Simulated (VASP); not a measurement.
A run of VASP 6.6.1 is set up as follows.

File INCAR:

```
SYSTEM = NaH
PREC = Accurate
ENCUT = 500
EDIFF = 1E-6
ISMEAR = 0
SIGMA = 0.02
LREAL = .FALSE.
LASPH = .TRUE.
NELM = 120
ALGO = Normal
ISIF = 2
LWAVE = .FALSE.
LCHARG = .FALSE.
GGA = PE
NBANDS = 11
GGA_COMPAT = .FALSE.
```

KPOINTS

```
regular mesh
0
G
  8 8 8
  0 0 0
```

Contents of POSCAR:

```
NaH
1.0
    0.0000000000      2.4151018777      2.4151018777
    2.4151018777      0.0000000000      2.4151018777
    2.4151018777      2.4151018777      0.0000000000
Na H
1 1
Direct
    0.0000000000      0.0000000000      0.0000000000
    0.5000000000      0.5000000000      0.5000000000
```

Potentials or basis: VASP PAW PBE potentials, release 64 (Na_pv, H).

Launch:

```bash
$ cat potpaw_PBE.64/Na_pv/POTCAR potpaw_PBE.64/H/POTCAR > POTCAR
$ mpirun -np 1 vasp_std > vasp.out
```

Q: What does it give for the pressure?

A: 0.0 GPa.

Q: Estimate the band gap on the k mesh.

A: 3.76 eV, indirect (least direct gap 4.62 eV).

A k mesh can miss the band edges. PBE gaps usually lie below the measured ones, often by a third to a half.
